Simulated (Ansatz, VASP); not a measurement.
**KCl: VASP beside Ansatz**

The input INCAR:

```
PREC     = Accurate       # precision mode
ENCUT    = 520            # plane-wave cutoff, eV
EDIFF    = 1E-8           # SCF threshold, eV
ISMEAR   = -1             # smearing method
SIGMA    = 0.03           # smearing width, eV
LREAL    = False          # projectors in reciprocal space
LASPH    = True           # aspherical terms in the spheres
NELM     = 80             # most SCF steps
ALGO     = Normal         # electronic algorithm
ISIF     = 2              # what is computed and relaxed
LWAVE    = False          # write WAVECAR
LCHARG   = False          # write CHGCAR
GGA      = PS             # functional
LEFG     = True         
NBANDS   = 15             # bands
```

Contents of KPOINTS:

```
regular mesh
0
Gamma
  7 7 7
```

POSCAR

```
KCl
1.0
    0.0000000000      3.1349174826      3.1349174826
    3.1349174826      0.0000000000      3.1349174826
    3.1349174826      3.1349174826      0.0000000000
K Cl
1 1
Direct
    0.0000000000      0.0000000000      0.0000000000
    0.5000000000      0.5000000000      0.5000000000
```

Input for Ansatz:

```yaml
crystal:
  lattice:
    - [0.0, 3.1349174826, 3.1349174826]
    - [3.1349174826, 0.0, 3.1349174826]
    - [3.1349174826, 3.1349174826, 0.0]
  atoms:
    - { symbol: K, position: [0.0, 0.0, 0.0] }
    - { symbol: Cl, position: [0.5, 0.5, 0.5] }
kpoints:
  mp_grid: { grid: [7, 7, 7] }
scf:
  occupations: { method: fermi_dirac, width: 0.03 }
hamiltonian:
  xc: pbesol
  pseudopotentials: { kind: all_electron, datasets: crystal }
output:
  forces: true
  stress: true
  eigenvalues: true
  efg: { contact_densities: true }
```

Change from the starting cell: volume scaled by 0.98, crystal datasets.

Alike in both runs: task electric field gradients; functional PBEsol; k mesh 7 × 7 × 7; occupations fermi-dirac, width 0.03 eV; no spin polarisation.

```csv
,VASP,Ansatz
version,VASP 6.6.1,Ansatz 0.2.0
potentials or method,"VASP PAW PBE potentials, release 64 (K_sv, Cl), cutoff 520 eV","all-electron PAW with datasets made for the crystal, scalar-relativistic"
```

```csv
,VASP,Ansatz,Ansatz less VASP
gap on the k mesh at the Fermi level (eV),5.06,5.06,+0.004
pressure (GPa),-0.2,-0.2,-0.04
```

VASP's potentials were made for PBE, not for PBEsol. Ansatz ran all-electron here, and VASP with PAW potentials.
